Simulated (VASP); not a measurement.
# Ti: relaxation of cell and atoms with PBE+D3(BJ)

The system is Ti.

```
Ti
1.0
     4.56737    0.00000    0.00000
    -2.28369    3.95546    0.00000
     0.00000    0.00000    2.82624
Ti
3
Direct
  0.00000 0.00000 0.00000
  0.33333 0.66667 0.50000
  0.66667 0.33333 0.50000
```

```json
{
 "Program": "VASP 6.6.1",
 "Task": "relaxation of cell and atoms",
 "Functional": "PBE",
 "Dispersion": "D3(BJ)",
 "Potentials or basis": "VASP PAW PBE potentials, release 64 (Ti_sv)",
 "Cutoff": "600 eV",
 "k mesh": "12 × 12 × 14",
 "Occupations": "gaussian, width 0.1 eV",
 "Spin": "no spin polarisation",
 "Dipole correction": "no",
 "Further INCAR settings": "ALGO = Normal; EDIFF = 1e-06; IBRION = 2; EDIFFG = -0.005; NSW = 100; ISIF = 3"
}
```

```
Relaxed volume                         : 16.19 Å³/atom
Relaxed cell                           : a = 4.489 Å, b = 4.489 Å, c = 2.783 Å, α = 90.00°, β = 90.00°, γ = 120.00°
Space group after relaxing (to 0.05 Å) : P6/mmm (No. 191)
Energy gained by relaxing              : 14.5 meV/atom
Ionic steps                            : 7
Pressure after relaxing                : 0.0 GPa
Band gap on the k mesh                 : zero (band 18 reaches 9.24 eV, above the bottom of band 19 at 8.89 eV)
Dispersion energy per atom             : -0.647 eV
```

The path:
```
step  energy change (eV)  largest force (eV/Å)  pressure (GPa)  volume (Å³)
   1              0.0000                0.0000           -5.38        51.06
   2             -0.0207                0.0000            4.48        46.95
   3             -0.0433                0.0000            0.04        48.61
   4             -0.0433                0.0000           -0.08        48.66
   5             -0.0433                0.0000           -0.12        48.65
   6             -0.0433                0.0000           -0.11        48.65
   7             -0.0434                0.0000            0.03        48.58
```

Final structure:
```xyz
3
Lattice="4.4895 0.0000 0.0000 -2.2447 3.8880 0.0000 0.0000 0.0000 2.7830" Properties=species:S:1:pos:R:3 pbc="T T T"
Ti    4.4895    0.0000    2.7830
Ti    0.0000    2.5920    1.3915
Ti    2.2447    1.2960    1.3915
```

Levels at points of the mesh, in eV from the Fermi level:
| k point | band 15 | band 16 | band 17 | band 18 | band 19 | band 20 | band 21 | band 22 |
| --- | --- | --- | --- | --- | --- | --- | --- | --- |
| (0.00, 0.00, 0.00) | -0.72 | -0.72 | -0.63 | -0.63 | -0.01 | 0.72 | 1.36 | 1.36 |
| (0.50, 0.00, 0.00) | -2.76 | -0.46 | -0.44 | -0.39 | 0.04 | 0.57 | 1.06 | 1.30 |
| (0.00, 0.00, 0.50) | -2.22 | -1.75 | -1.75 | -1.73 | 1.11 | 1.11 | 1.34 | 1.34 |
| (0.50, 0.00, 0.50) | -1.83 | -1.28 | -0.70 | -0.69 | 0.35 | 0.85 | 1.08 | 1.13 |

Run time: 8.6 min on 1 thread of AMD EPYC 9R45 96-Core Processor (Zen 5), with other jobs on the host, peak memory 0.28 GiB.

Caveat: pairwise dispersion overbinds metals, which lowers pressure and volume.
